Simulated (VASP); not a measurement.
Runs of VASP 6.6.1 on TiO2 (Anatase). The structure is that of space group I4_1/amd (No. 141), or close to it. The cells are those of the table. 

| level | cell | gap on the mesh (eV) | pressure (GPa) | largest force (eV/Å) |
| --- | --- | --- | --- | --- |
| PBE | a = 5.422 Å, angles 139.4, 139.4, 58.7°, 6 atoms | 2.16 | 10.8 | 0.25 |
| PBE+D4 | a = 5.496 Å, angles 139.7, 139.7, 58.2°, 6 atoms | 2.12 | 0.7 | 0.02 |
| PBE | a = 5.546 Å, angles 140.0, 140.0, 57.9°, 6 atoms | 2.12 | (a) | 0.03 |
| PBE | a = 5.384 Å, angles 139.4, 139.4, 58.7°, 6 atoms | (b) | 16.1 | 0.39 |
| PBEsol | a = 5.384 Å, angles 139.2, 139.2, 59.1°, 6 atoms | (d) | 5.7 | 0.02 |
| r2SCAN+D4 | a = 5.470 Å, angles 139.7, 139.7, 58.4°, 6 atoms | 2.57 | 1.3 | 0.03 |
| PBE+D3(BJ) | a = 5.491 Å, angles 139.6, 139.6, 58.4°, 6 atoms | 2.10 | 0.3 | 0.02 |
| PBEsol | a = 5.000 Å, angles 136.4, 136.4, 63.4°, 6 atoms | (c) | 30.8 | 0.04 |

Alike in all rows: task single point; potentials or basis VASP PAW PBE potentials, release 64 (Ti_sv, O); no spin polarisation; k mesh 10 × 10 × 10; cutoff (eV) 520; smearing fermi-dirac 0.05 eV.

Q: Fill in the values left out.

A: (a) 0.8; (b) 2.20; (c) 1.71; (d) 2.06.

Caveats: the PAW data sets were made with another functional, which shifts forces and pressure a little (some runs); three body term missing (some runs).

A k mesh can miss the band edges.
